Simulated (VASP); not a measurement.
Here is a VASP 6.6.1 calculation.

File POSCAR:

```
Ir
1.0
    0.0000000000      1.9156000000      1.9156000000
    1.9156000000      0.0000000000      1.9156000000
    1.9156000000      1.9156000000      0.0000000000
Ir
1
Direct
    0.0000000000      0.0000000000      0.0000000000
```

The input INCAR.step1:

```
SYSTEM = Ir
PREC     = Accurate       ! precision mode
ENCUT    = 550            ! plane-wave cutoff, eV
ISMEAR   = -1             ! smearing method
SIGMA    = 0.05           ! smearing width, eV
LREAL    = .FALSE.        ! projectors in reciprocal space
LASPH    = .TRUE.         ! aspherical terms in the spheres
NELM     = 120            ! most SCF steps
NBANDS   = 14             ! bands
GGA      = PE             ! functional
ALGO     = Normal         ! electronic algorithm
EDIFF    = 1E-5           ! SCF threshold, eV
LWAVE    = .TRUE.         ! write WAVECAR
LCHARG   = .FALSE.        ! write CHGCAR
GGA_COMPAT= .FALSE.
```

File INCAR.step2:

```
SYSTEM = Ir
PREC     = Accurate       ! precision mode
ENCUT    = 550            ! plane-wave cutoff, eV
EDIFF    = 1E-6           ! SCF threshold, eV
ISMEAR   = -1             ! smearing method
SIGMA    = 0.05           ! smearing width, eV
LREAL    = .FALSE.        ! projectors in reciprocal space
LASPH    = .TRUE.         ! aspherical terms in the spheres
NELM     = 120            ! most SCF steps
ALGO     = Normal         ! electronic algorithm
ISIF     = 2              ! what is computed and relaxed
LWAVE    = .FALSE.        ! write WAVECAR
LCHARG   = .FALSE.        ! write CHGCAR
METAGGA  = R2SCAN         ! meta-GGA
LMIXTAU  = .TRUE.       
NBANDS   = 14             ! bands
ISTART   = 1            
GGA_COMPAT= .FALSE.
```

File KPOINTS:

```
regular mesh
0
G
  12 12 12
  0 0 0
```

Potentials or basis: VASP PAW PBE potentials, release 64 (Ir_sv_GW).

Command:

```console
$ cat potpaw_PBE.64/Ir_sv_GW/POTCAR > POTCAR
$ cp INCAR.step1 INCAR
$ mpirun -np 1 vasp_std > vasp.out
$ cp INCAR.step2 INCAR
$ mpirun -np 1 vasp_std > vasp.out
```

Q: What does it give for the pressure?

A: 1.3 GPa.

Q: Predict the band gap on the k mesh.

A: Zero (an odd number of electrons rules out a gap without spin polarisation).

Caveat: the PAW data sets were made with another functional, which shifts forces and pressure a little; spin-orbit coupling is left out, which moves the levels of the heavy elements.
